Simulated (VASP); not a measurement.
Wanted: the native input for a VASP 6.6.1 run.

| Quantity | Value |
| --- | --- |
| Task | single point |
| Functional | r2SCAN |
| Potentials or basis | VASP PAW PBE potentials, release 64 (C) |
| Cutoff | 520 eV |
| k mesh | 8 × 8 × 3 |
| Occupations | fermi-dirac, width 0.05 eV |
| Spin | no spin polarisation |
| Dipole correction | no |
| Further INCAR settings | ALGO = Normal; EDIFF = 1e-06; NBANDS = 16 |

C:

```
C
1.0
     2.45591    0.00000    0.00000
    -1.22796    2.12688    0.00000
     0.00000    0.00000    7.01063
C
4
Direct
  0.00000 0.00000 0.25000
  0.00000 0.00000 0.75000
  0.33333 0.66667 0.25000
  0.66667 0.33333 0.75000
```

One way to write it, as run:

POSCAR

```
C
1.0
    2.4559134951      0.0000000000      0.0000000000
   -1.2279567476      2.1268834763      0.0000000000
    0.0000000000      0.0000000000      7.0106281886
C
4
Direct
    1.0000000000      1.0000000000      0.2500000000
    0.0000000000      0.0000000000      0.7500000000
    0.3333333333      0.6666666667      0.2500000000
    0.6666666667      0.3333333333      0.7500000000
```

INCAR.step1

```
SYSTEM = C
PREC = Accurate
ENCUT = 520
ISMEAR = -1
SIGMA = 0.05
LREAL = .False.
LASPH = .True.
NELM = 60
NBANDS = 16
GGA = PE
ALGO = Normal
EDIFF = 1E-4
LWAVE = .True.
LCHARG = .False.
```

INCAR.step2

```
SYSTEM = C
PREC = Accurate
ENCUT = 520
EDIFF = 1E-6
ISMEAR = -1
SIGMA = 0.05
LREAL = .False.
LASPH = .True.
NELM = 60
ALGO = Normal
ISIF = 2
LWAVE = .False.
LCHARG = .True.
METAGGA = R2SCAN
LMIXTAU = .True.
LELF = .True.
LVHAR = .True.
NBANDS = 16
ISTART = 1
```

KPOINTS

```
regular mesh
0
Gamma
  8 8 3
  0 0 0
```

Potentials or basis: VASP PAW PBE potentials, release 64 (C).

Run with:

```bash
$ cat potpaw_PBE.64/C/POTCAR > POTCAR
$ cp INCAR.step1 INCAR
$ mpirun -np 1 vasp_std > vasp.out
$ cp INCAR.step2 INCAR
$ mpirun -np 1 vasp_std > vasp.out
```

Results of the run:

| Item | Value |
| --- | --- |
| Pressure | 0.7 GPa |
| Band gap on the k mesh | 1.90 eV, indirect (least direct gap 1.93 eV) |

Caveat: the PAW data sets were made with another functional, which shifts forces and pressure a little.

Wall time 22 s on 1 thread of Intel(R) Xeon(R) 6975P-C (Granite Rapids) (shared host), peak memory 0.14 GiB.
